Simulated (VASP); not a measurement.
Runs of VASP 6.6.1 on Ta4H3. The structure is that of space group P222 (No. 16), or close to it. The cells are those of the table. 

```csv
cell,k mesh,smearing,gap on the mesh (eV),pressure (GPa),largest force (eV/Å)
"a = 3.485, b = 4.834, c = 4.800 Å, 7 atoms",5 × 3 × 3,gaussian 0.2 eV,none,0.2,0.03
"a = 3.474, b = 4.799, c = 4.832 Å, 7 atoms",6 × 4 × 4,gaussian 0.2 eV,none,0.1,0.01
"a = 3.482, b = 4.788, c = 4.836 Å, 7 atoms",10 × 6 × 6,gaussian 0.1 eV,none,0.1,0.01
"a = 3.531, b = 4.823, c = 4.875 Å, 7 atoms",10 × 6 × 6,gaussian 0.1 eV,none,(a),0.01
```

Alike in all rows: task single point; level PBE; potentials or basis VASP PAW PBE potentials, release 64 (Ta_pv, H); no spin polarisation; cutoff (eV) 520.

Q: Fill in the values left out.

A: (a) -5.5.

Caveats: some runs use coarse meshes; spin-orbit coupling is left out, which moves the levels of the heavy elements.

A k mesh can miss the band edges, and the runs leave out spin-orbit coupling on Ta.

A gap of «none» marks levels without a gap at the run's occupations.
